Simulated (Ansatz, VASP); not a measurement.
## W in VASP and in Ansatz

```
W
1.0
     0.00000   -1.99900   -1.99900
     0.00000    1.99900   -1.99900
     3.99799    0.00000    0.00000
W
2
Direct
  0.47374 0.47374 0.50000
  0.02626 0.02626 0.00000
```

Change from the starting cell: mode 4 (104.6 1/cm) frozen in, largest displacement +0.105 Å.

Alike in both runs: task single point; functional PBEsol; k mesh 22 × 22 × 16; occupations gaussian, width 0.15 eV; no spin polarisation.

|  | VASP | Ansatz |
| --- | --- | --- |
| version | VASP 6.6.1 | Ansatz 0.2.0 |
| potentials or method | VASP PAW PBE potentials, release 64 (W_sv), cutoff 520 eV | scalar-relativistic, plane waves, PAW |
| valence electrons in the cell | 28 | 28 |

Ansatz gave:

* gap on the k mesh at the Fermi level (eV): none
* pressure (GPa): 2.5
* traceless stress, the component that is largest in VASP (GPa): -4.10
* rms of the force components (eV/Å): 0.441

**Question.** Which values does VASP return?

**Answer.** gap on the k mesh at the Fermi level (eV): none; pressure (GPa): 3.2; traceless stress, the component that is largest in VASP (GPa): -4.13; rms of the force components (eV/Å): 0.446.

VASP's potentials were made for PBE, not for PBEsol. Atom by atom the forces differ by 0.005 eV/Å (rms over components). A gap of «none» marks a metal or a gap that the smearing closes.

Spin-orbit coupling is off throughout.
